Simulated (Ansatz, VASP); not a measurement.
# Two plane-wave programs on KCl

```
CELL_PARAMETERS angstrom
0.00000 3.15610 3.18766
3.15610 0.00000 3.18766
3.15610 3.15610 0.00000
ATOMIC_POSITIONS crystal
K 0.00000 0.00000 0.00000
Cl 0.50000 0.50000 0.50000
```

Change from the starting cell: zz strain of +1 %, PAW files.

Alike in both runs: task electric field gradients; functional PBE; k mesh 7 × 7 × 7; occupations fermi-dirac, width 0.03 eV; no spin polarisation.

|  | VASP | Ansatz |
| --- | --- | --- |
| version | VASP 6.6.1 | Ansatz 0.2.0 |
| potentials or method | VASP PAW PBE potentials, release 64 (K_sv, Cl) | PAW with Ansatz's default frozen-core files, scalar-relativistic |
| plane-wave cutoff (eV) | 520 | 420 |
| valence electrons in the cell | 16 | 16 |

```tsv
	VASP	Ansatz	Ansatz less VASP
gap on the k mesh at the Fermi level (eV)	5.12	5.12	+0.002
pressure (GPa)	0.4	0.4	-0.02
traceless stress, the component that is largest in VASP (GPa)	-0.22	-0.22	+0.004
size of Vzz on the site where it differs most (V/Å²)	0.9	0.9	-0.02
```

The functional is the same, so the differences come from potentials, cutoffs and numerics.
